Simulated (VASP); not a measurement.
Here is a VASP 6.6.1 calculation.

The input INCAR:

```
SYSTEM = CdS
ALGO = Normal
EDIFF = 1E-6
ENCUT = 520
ISIF = 2
ISMEAR = 0
LASPH = .True.
LCHARG = .True.
LELF = .True.
LREAL = .False.
LVHAR = .True.
LWAVE = .False.
NBANDS = 26
NELM = 80
PREC = Accurate
SIGMA = 0.01
```

Contents of KPOINTS:

```
k-points
0
Gamma
  6 6 4
  0 0 0
```

File POSCAR:

```
CdS
1.0
    4.0017941801      0.0000000000      0.0000000000
   -2.0008970900      3.4656554207      0.0000000000
    0.0000000000      0.0000000000      6.5281316497
Cd S
2 2
Direct
    0.3333333333      0.6666666667     -0.0003086171
    0.6666666667      0.3333333333      0.4996913829
    0.3333333333      0.6666666667      0.3753086171
    0.6666666667      0.3333333333      0.8753086171
```

Potentials or basis: VASP PAW LDA potentials, release 64 (Cd, S).

Launch:

```sh
$ cat potpaw_LDA.64/Cd/POTCAR potpaw_LDA.64/S/POTCAR > POTCAR
$ mpirun -np 1 vasp_std > vasp.out
```

Problem. Predict the pressure.

Solution. 4.7 GPa.

Problem. Estimate the band gap on the k mesh.

Solution. 1.17 eV.

Caveat: the cell stands under pressure.
